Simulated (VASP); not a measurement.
# AlNi (Pm-3m) in VASP: a series of runs, part 2 of 2

VASP 6.6.1.

**3. Relaxation of cell and atoms, RPBE+D3(BJ), collinear spin, ferromagnetic start**

This run uses another cell than the first one, of 11.96 Å³/atom, 1.053 times its volume.

Contents of INCAR:

```
SYSTEM = AlNi
PREC = Accurate
ENCUT = 600
EDIFF = 1E-6
ISMEAR = -1
SIGMA = 0.05
LREAL = .False.
LASPH = .True.
NELM = 150
ALGO = Fast
ISIF = 3
LWAVE = .False.
LCHARG = .False.
ISPIN = 2
MAGMOM = 1 0
LORBIT = 11
LMAXMIX = 4
GGA = RP
IVDW = 12
IBRION = 2
NSW = 60
EDIFFG = -0.01
```

Contents of KPOINTS:

```
regular mesh
0
Gamma
  9 9 9
  0 0 0
```

Contents of POSCAR:

```
AlNi
1.0
    2.8810000000      0.0000000000      0.0000000000
    0.0000000000      2.8810000000      0.0000000000
    0.0000000000      0.0000000000      2.8810000000
Ni Al
1 1
Direct
    0.5000000000      0.5000000000      0.5000000000
    0.0000000000      0.0000000000      0.0000000000
```

Potentials or basis: VASP PAW PBE potentials, release 64 (Ni, Al).

Run with:

```bash
$ cat potpaw_PBE.64/Ni/POTCAR potpaw_PBE.64/Al/POTCAR > POTCAR
$ mpirun -np 1 vasp_std > vasp.out
```

Run time: 40 s. Hardware: 1 thread of Intel Xeon 6975P-C (Granite Rapids), shared host; peak memory 0.17 GiB.

It converged, with:

| Property | Result |
| --- | --- |
| Free energy | -14.5981 eV |
| Relaxed volume | 10.36 Å³/atom |
| Relaxed cell | a = 2.747 Å, b = 2.747 Å, c = 2.747 Å, α = 90.00°, β = 90.00°, γ = 90.00° |
| Space group after relaxing (to 0.05 Å) | Pm-3m (No. 221) |
| Energy gained by relaxing | 140.4 meV/atom |
| Ionic steps | 5 |
| Pressure after relaxing | 0.0 GPa |
| Net moment | 0.00 μB per cell |
| Valence electrons inside the program's atomic spheres | Ni 9.74; Al 0.89 |
| Dispersion energy per atom | -2.636 eV |

The path:
```csv
step,energy change (eV),largest force (eV/Å),pressure (GPa),volume (Å³)
1,0.0000,0.0000,-25.04,23.91
2,0.6084,0.0000,49.83,18.01
3,-0.1976,0.0000,-15.91,22.37
4,-0.2770,0.0000,-3.81,21.07
5,-0.2808,0.0000,0.05,20.73
```

Final structure:
```
Ni Al
1.0
     2.74698    0.00000    0.00000
     0.00000    2.74698    0.00000
     0.00000    0.00000    2.74698
Ni Al
1 1
Direct
  0.50000 0.50000 0.50000
  0.00000 0.00000 0.00000
```

Levels at points of the mesh, in eV from the Fermi level:
Spin up:
```
           k point  band 3  band 4  band 5  band 6  band 7  band 8  band 9  band 10
(0.00, 0.00, 0.00)   -4.05   -1.93   -1.93   -1.93    6.11    6.11    6.11     8.49
```
Spin down:
| k point | band 4 | band 5 | band 6 | band 7 | band 8 | band 9 |
| --- | --- | --- | --- | --- | --- | --- |
| (0.00, 0.00, 0.00) | -1.93 | -1.93 | -1.93 | 6.11 | 6.11 | 6.11 |

Caveat: the PAW data sets were made with another functional, which shifts forces and pressure a little; the volume moved by -13 % from the deposited cell, more than functionals usually miss; pairwise dispersion overbinds metals, which lowers pressure and volume.

**4. Relaxation of cell and atoms, LDA, collinear spin, ferromagnetic start**

This run uses another cell than the first one, of 11.96 Å³/atom, 1.053 times its volume.

Contents of INCAR:

```
PREC = Accurate ; ENCUT = 600
EDIFF = 1E-6 ; ISMEAR = -1
SIGMA = 0.05 ; LREAL = False
LASPH = True ; NELM = 150
ALGO = Normal ; ISIF = 3
LWAVE = False ; LCHARG = False
ISPIN = 2 ; MAGMOM = 1 0
LORBIT = 11 ; LMAXMIX = 4
GGA = CA ; IBRION = 2
NSW = 60 ; EDIFFG = -0.01
```

Contents of KPOINTS:

```
Automatic mesh
0
Gamma
  9 9 9
```

POSCAR is that of step 3.

Potentials or basis: VASP PAW LDA potentials, release 64 (Ni, Al).

Run with:

```bash
$ cat potpaw_LDA.64/Ni/POTCAR potpaw_LDA.64/Al/POTCAR > POTCAR
$ mpirun -np 1 vasp_std > vasp.out
```

Wall time 12 s (1 thread of Intel Xeon 6975P-C (Granite Rapids), shared host); peak memory 0.15 GiB.

The run converged. Its results:

```
Free energy                                           : -12.1961 eV
Relaxed volume                                        : 11.38 Å³/atom
Relaxed cell                                          : a = 2.834 Å, b = 2.834 Å, c = 2.834 Å, α = 90.00°, β = 90.00°, γ = 90.00°
Space group after relaxing (to 0.05 Å)                : Pm-3m (No. 221)
Energy gained by relaxing                             : 15.9 meV/atom
Ionic steps                                           : 3
Pressure after relaxing                               : -0.1 GPa
Net moment                                            : 0.00 μB per cell
Valence electrons inside the program's atomic spheres : Ni 9.58; Al 0.83
```

Step by step:
```
step  energy change (eV)  largest force (eV/Å)  pressure (GPa)  volume (Å³)
   1              0.0000                0.0000           -8.31        23.91
   2             -0.0088                0.0000            8.27        21.83
   3             -0.0318                0.0000           -0.09        22.75
```

Final structure:
```
Ni Al
1.0
     2.83359    0.00000    0.00000
     0.00000    2.83359    0.00000
     0.00000    0.00000    2.83359
Ni Al
1 1
Cartesian
  1.4168 1.4168 1.4168
  0.0000 0.0000 0.0000
```

Levels at points of the mesh, in eV from the Fermi level:
Spin up:
```tsv
k point	band 4	band 5	band 6	band 7	band 8	band 9
(0.00, 0.00, 0.00)	-1.69	-1.69	-1.69	5.67	5.67	5.67
```
Spin down:
```
           k point  band 4  band 5  band 6  band 7  band 8  band 9
(0.00, 0.00, 0.00)   -1.69   -1.69   -1.69    5.67    5.67    5.67
```

LDA usually gives volumes a few per cent too small. Zero-point motion and thermal expansion aren't in these numbers.

**5. Single point, r2SCAN, collinear spin, ferromagnetic start**

This run uses another cell than the first one, of 11.96 Å³/atom, 1.053 times its volume.

POSCAR is that of step 4.

Contents of INCAR.step1:

```
PREC = Accurate ; ENCUT = 520
ISMEAR = -1 ; SIGMA = 0.05
LREAL = False ; LASPH = True
NELM = 150 ; ISPIN = 2
MAGMOM = 1 0 ; LMAXMIX = 4
NBANDS = 18 ; GGA = PE
ALGO = Normal ; EDIFF = 1E-4
LWAVE = True ; LCHARG = False
```

Contents of INCAR.step2:

```
PREC = Accurate ; ENCUT = 520
EDIFF = 1E-7 ; ISMEAR = -1
SIGMA = 0.05 ; LREAL = False
LASPH = True ; NELM = 150
ALGO = Normal ; ISIF = 2
LWAVE = False ; LCHARG = False
ISPIN = 2 ; MAGMOM = 1 0
LORBIT = 11 ; LMAXMIX = 4
METAGGA = R2SCAN ; LMIXTAU = True
NBANDS = 18 ; ISTART = 1
```

KPOINTS is that of step 4.

Potentials or basis: VASP PAW PBE potentials, release 64 (Ni, Al).

Run with:

```bash
$ cat potpaw_PBE.64/Ni/POTCAR potpaw_PBE.64/Al/POTCAR > POTCAR
$ cp INCAR.step1 INCAR
$ mpirun -np 1 vasp_std > vasp.out
$ cp INCAR.step2 INCAR
$ mpirun -np 1 vasp_std > vasp.out
```

Wall time 67 s (1 thread of Intel Xeon Platinum 8259CL at 2.50GHz (Skylake/Cascade Lake), shared host); peak memory 0.17 GiB.

The run converged. Its results:

```
Free energy                                           : -20.0630 eV
Pressure                                              : -3.4 GPa
Net moment                                            : 0.00 μB per cell
Valence electrons inside the program's atomic spheres : Ni 9.51; Al 0.81
```

Levels at points of the mesh, in eV from the Fermi level:
Spin up:
```csv
k point,band 3,band 4,band 5,band 6,band 7,band 8,band 9,band 10
"(0.00, 0.00, 0.00)",-3.37,-1.64,-1.64,-1.64,5.87,5.87,5.87,8.37
```
Spin down:
```csv
k point,band 3,band 4,band 5,band 6,band 7,band 8,band 9,band 10
"(0.00, 0.00, 0.00)",-3.37,-1.64,-1.64,-1.64,5.87,5.87,5.87,8.37
```

Caveat: the PAW data sets were made with another functional, which shifts forces and pressure a little.

**6. Single point, r2SCAN, collinear spin, ferromagnetic start**

This run uses another cell than the first one, of 12.20 Å³/atom, 1.074 times its volume.

Contents of POSCAR:

```
AlNi
1.0
    2.9000800262      0.0000000000      0.0000000000
    0.0000000000      2.9000800262      0.0000000000
    0.0000000000      0.0000000000      2.9000800262
Ni Al
1 1
Direct
    0.5000000000      0.5000000000      0.5000000000
    0.0000000000      0.0000000000      0.0000000000
```

Contents of INCAR.step1:

```
SYSTEM = AlNi
ALGO = Normal ; EDIFF = 1E-4
ENCUT = 520 ; GGA = PE
ISMEAR = -1 ; ISPIN = 2
LASPH = .TRUE. ; LCHARG = .FALSE.
LMAXMIX = 4 ; LREAL = .FALSE.
LWAVE = .TRUE. ; MAGMOM = 1 0
NBANDS = 18 ; NELM = 150
PREC = Accurate ; SIGMA = 0.05
```

Contents of INCAR.step2:

```
SYSTEM = AlNi
ALGO = Normal ; EDIFF = 1E-6
ENCUT = 520 ; ISIF = 2
ISMEAR = -1 ; ISPIN = 2
ISTART = 1 ; LASPH = .TRUE.
LCHARG = .FALSE. ; LMAXMIX = 4
LMIXTAU = .TRUE. ; LORBIT = 11
LREAL = .FALSE. ; LWAVE = .FALSE.
MAGMOM = 1 0 ; METAGGA = R2SCAN
NBANDS = 18 ; NELM = 150
PREC = Accurate ; SIGMA = 0.05
```

Contents of KPOINTS:

```
k-points
0
G
  9 9 9
  0 0 0
```

Potentials or basis: VASP PAW PBE potentials, release 64 (Ni, Al).

Run with:

```bash
$ cat potpaw_PBE.64/Ni/POTCAR potpaw_PBE.64/Al/POTCAR > POTCAR
$ cp INCAR.step1 INCAR
$ mpirun -np 1 vasp_std > vasp.out
$ cp INCAR.step2 INCAR
$ mpirun -np 1 vasp_std > vasp.out
```

Run time: 67 s. Hardware: 1 thread of Intel Xeon Platinum 8259CL at 2.50GHz (Skylake/Cascade Lake), shared host; peak memory 0.17 GiB.

It converged, with:

| Quantity | Value |
| --- | --- |
| Free energy | -20.0480 eV |
| Pressure | -6.5 GPa |
| Net moment | 0.00 μB per cell |
| Valence electrons inside the program's atomic spheres | Ni 9.48; Al 0.79 |

Levels at points of the mesh, in eV from the Fermi level:
Spin up:
| k point | band 4 | band 5 | band 6 | band 7 | band 8 | band 9 |
| --- | --- | --- | --- | --- | --- | --- |
| (0.00, 0.00, 0.00) | -1.59 | -1.59 | -1.59 | 5.79 | 5.79 | 5.79 |
Spin down:
| k point | band 3 | band 4 | band 5 | band 6 | band 7 | band 8 | band 9 | band 10 |
| --- | --- | --- | --- | --- | --- | --- | --- | --- |
| (0.00, 0.00, 0.00) | -3.27 | -1.59 | -1.59 | -1.59 | 5.79 | 5.79 | 5.79 | 8.31 |

Caveat: the PAW data sets were made with another functional, which shifts forces and pressure a little.

**7. Summary**

| task | level | potentials or basis | cell | cutoff (eV) | gap on the mesh (eV) | pressure (GPa) | moment (μB) | relaxed volume (Å³/atom) |
| --- | --- | --- | --- | --- | --- | --- | --- | --- |
| single point | LDA | VASP PAW LDA potentials, release 64 (Ni, Al) | a = 2.832 Å, 2 atoms | 520 | none | 0.3 | 0.00 | - |
| relaxation of cell and atoms | RPBE+D3(BJ) | VASP PAW PBE potentials, release 64 (Ni, Al) | relaxed from a = 2.881 Å, 2 atoms | 600 | none | 0.0 | 0.00 | 10.36 |
| relaxation of cell and atoms | LDA | VASP PAW LDA potentials, release 64 (Ni, Al) | relaxed from a = 2.881 Å, 2 atoms | 600 | none | -0.1 | 0.00 | 11.38 |
| single point | r2SCAN | VASP PAW PBE potentials, release 64 (Ni, Al) | a = 2.881 Å, 2 atoms | 520 | none | -3.4 | 0.00 | - |
| single point | r2SCAN | VASP PAW PBE potentials, release 64 (Ni, Al) | a = 2.900 Å, 2 atoms | 520 | none | -6.5 | 0.00 | - |

Alike in all rows: spin collinear, ferromagnetic start; k mesh 9 × 9 × 9; smearing fermi-dirac 0.05 eV.

Caveats: the PAW data sets were made with another functional, which shifts forces and pressure a little (some runs); the volume moved by -13 % from the deposited cell, more than functionals usually miss (some runs); pairwise dispersion overbinds metals, which lowers pressure and volume (some runs).

Total energies depend on the potentials used, so only differences within one code and one set of settings carry meaning.
